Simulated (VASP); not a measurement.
LiH:

```
Li H
1.0
     3.25482    0.00000    0.00000
    -1.62741    2.81876    0.00000
     0.00000    0.00000    4.06907
Li H
2 2
Direct
  0.33333 0.66667 0.25000
  0.66667 0.33333 0.75000
  0.66667 0.33333 0.25000
  0.33333 0.66667 0.75000
```

Base run:

```yaml
Program: VASP 6.6.1
Functional: PBE-based global hybrid with 5 % exact exchange
Potentials_or_basis: VASP PAW PBE potentials, release 64 (Li_sv, H)
Cutoff: 520 eV
k_mesh: 6 × 6 × 4
Occupations: gaussian, width 0.01 eV
Spin: no spin polarisation
```

Its results: band gap on the k mesh 2.15 eV (least direct gap 3.41 eV).

Question: The run is repeated on the same cell with these changes: functional from PBE-based global hybrid with 5 % exact exchange to HSE06; share of exact exchange from 0.05 to 0.25. What comes out?

Answer: Band gap on the k mesh 2.74 eV (least direct gap 4.05 eV).

A k mesh can miss the band edges.
